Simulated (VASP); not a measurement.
Set up this calculation in VASP 6.6.1, as the native input.

```yaml
Task: single point
Functional: LDA
Potentials_or_basis: VASP PAW LDA potentials, release 64 (K_sv)
Cutoff: 520 eV
k_mesh: 11 × 11 × 11
Occupations: fermi-dirac, width 0.05 eV
Spin: no spin polarisation
Dipole_correction: no
Further_INCAR_settings: ALGO = Normal; EDIFF = 1e-07; NBANDS = 10
```

The structure of K lies in POSCAR:

```
K
1.0
   -2.5165964066      2.5165964066      2.5165964066
    2.5165964066     -2.5165964066      2.5165964066
    2.5165964066      2.5165964066     -2.5165964066
K
1
Direct
    0.0000000000      0.0000000000      0.0000000000
```

These files were run (other wordings do the same):

INCAR

```
PREC     = Accurate       # precision mode
ENCUT    = 520            # plane-wave cutoff, eV
EDIFF    = 1E-7           # SCF threshold, eV
ISMEAR   = -1             # smearing method
SIGMA    = 0.05           # smearing width, eV
LREAL    = F              # projectors in reciprocal space
LASPH    = T              # aspherical terms in the spheres
NELM     = 60             # most SCF steps
ALGO     = Normal         # electronic algorithm
ISIF     = 2              # what is computed and relaxed
LWAVE    = F              # write WAVECAR
LCHARG   = F              # write CHGCAR
NBANDS   = 10             # bands
```

KPOINTS

```
Automatic mesh
0
Gamma
  11 11 11
```

Potentials or basis: VASP PAW LDA potentials, release 64 (K_sv).

Run with:

```console
$ cat potpaw_LDA.64/K_sv/POTCAR > POTCAR
$ mpirun -np 1 vasp_std > vasp.out
```

Results of the run:

- Pressure: 0.0 GPa

It took 19 s on 1 thread of AMD EPYC 9R45 (Zen 5) (shared host), peak memory 0.13 GiB.
